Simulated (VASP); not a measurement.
A run of VASP 6.6.1:

Contents of INCAR:

```
PREC = Accurate
ENCUT = 520
EDIFF = 1E-8
ISMEAR = 0
SIGMA = 0.01
LREAL = F
LASPH = T
NELM = 80
ALGO = Normal
ISIF = 2
LWAVE = F
LCHARG = F
GGA = PS
IBRION = 8
NSW = 1
```

KPOINTS

```
Automatic mesh
0
Gamma
  10 10 4
```

The input POSCAR:

```
BN
1.0
    2.4875441358      0.0000000000      0.0000000000
   -1.2437720679      2.1542764147      0.0000000000
    0.0000000000      0.0000000000      6.9687762276
B N
2 2
Direct
    0.3333333333      0.6666666667      0.2500000000
    0.6666666667      0.3333333333      0.7500000000
    0.3333333333      0.6666666667      0.7500000000
    0.6666666667      0.3333333333      0.2500000000
```

Potentials or basis: VASP PAW PBE potentials, release 64 (B, N).

The run is started by

```console
$ cat potpaw_PBE.64/B/POTCAR potpaw_PBE.64/N/POTCAR > POTCAR
$ mpirun -np 1 vasp_std > vasp.out
```

Hardware: 1 thread of AMD EPYC 9R45 (Zen 5), with other jobs on the host.

Q: Estimate the wall time of this run.

A: Run time: 2.9 min on 1 thread of AMD EPYC 9R45 (Zen 5) (shared host), peak memory 0.28 GiB. Counts: scf iterations 70, k points 42.
